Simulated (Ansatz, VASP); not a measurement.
# One calculation of Br, two programs

INCAR

```
PREC = Accurate
ENCUT = 520
EDIFF = 1E-7
ISMEAR = -1
SIGMA = 0.05
LREAL = F
LASPH = T
NELM = 80
ALGO = Normal
ISIF = 2
LWAVE = F
LCHARG = T
GGA = PS
LELF = T
LVHAR = T
NBANDS = 22
```

KPOINTS

```
Automatic mesh
0
Gamma
  4 4 2
```

The input POSCAR:

```
Br
1.0
    3.3632500000     -2.3225500000      0.0000000000
    3.3632500000      2.3225500000      0.0000000000
    0.0000000000      0.0000000000      8.7023000000
Br
4
Direct
    0.3651000000      0.6349000000      0.3901000000
    0.1349000000      0.8651000000      0.8901000000
    0.6349000000      0.3651000000      0.6099000000
    0.8651000000      0.1349000000      0.1099000000
```

File input.yaml:

```yaml
crystal:
  lattice:
    - [3.36325, -2.32255, 0.0]
    - [3.36325, 2.32255, 0.0]
    - [0.0, 0.0, 8.7023]
  atoms:
    - { symbol: Br, position: [0.3651, 0.6349, 0.3901] }
    - { symbol: Br, position: [0.1349, 0.8651, 0.8901] }
    - { symbol: Br, position: [0.6349, 0.3651, 0.6099] }
    - { symbol: Br, position: [0.8651, 0.1349, 0.1099] }
hamiltonian:
  xc: pbesol
  pseudopotentials: { kind: paw }
kpoints:
  mp_grid: { grid: [4, 4, 2] }
  band_path:
    path:
      - [[0.0, 0.0, 0.0], [0.3692207505, -0.3692207505, 0.0], [0.0, -0.5, 0.0], [0.0, -0.5, -0.5], [0.3692207505, -0.3692207505, -0.5], [0.0, 0.0, -0.5], [0.0, 0.0, 0.0], [-0.5, -0.5, 0.0], [-0.3692207505, -0.6307792495, 0.0], [-0.3692207505, -0.6307792495, -0.5], [-0.5, -0.5, -0.5], [-0.5, -0.5, 0.0]]
      - [[0.0, 0.0, -0.5], [-0.5, -0.5, -0.5]]
    npoints: 14
scf:
  occupations: { method: fermi_dirac, width: 0.05 }
  n_extra_bands: 10
output:
  forces: true
  stress: true
  eigenvalues: true
  fatbands: false
  write_density: true
  write_potential: true
  elf: true
  volumetric_format: npy
```

Alike in both runs: functional PBEsol; k mesh 4 × 4 × 2; occupations fermi-dirac, width 0.05 eV; no spin polarisation.

|  | VASP | Ansatz |
| --- | --- | --- |
| version | VASP 6.6.1 | Ansatz 0.2.0 |
| potentials or method | VASP PAW PBE potentials, release 64 (Br) | Ansatz PAW |
| plane-wave cutoff (eV) | 520 | 420 |
| valence electrons in the cell | 28 | 28 |
| task | single point | band structure |

```tsv
	VASP	Ansatz	Ansatz less VASP
gap on the k mesh at the Fermi level (eV)	1.82	1.82	-0.001
least direct gap on the mesh (eV)	1.86	1.86	-0.001
pressure (GPa)	0.2	0.1	-0.05
traceless stress, the component that is largest in VASP (GPa)	0.74	0.68	-0.054
rms of the force components (eV/Å)	0.429	0.413	-0.0156
```

VASP's potentials were made for PBE, not for PBEsol. Atom by atom the forces differ by 0.016 eV/Å (rms over components). With one functional, cell and mesh, what is left measures potentials, basis and numerics.
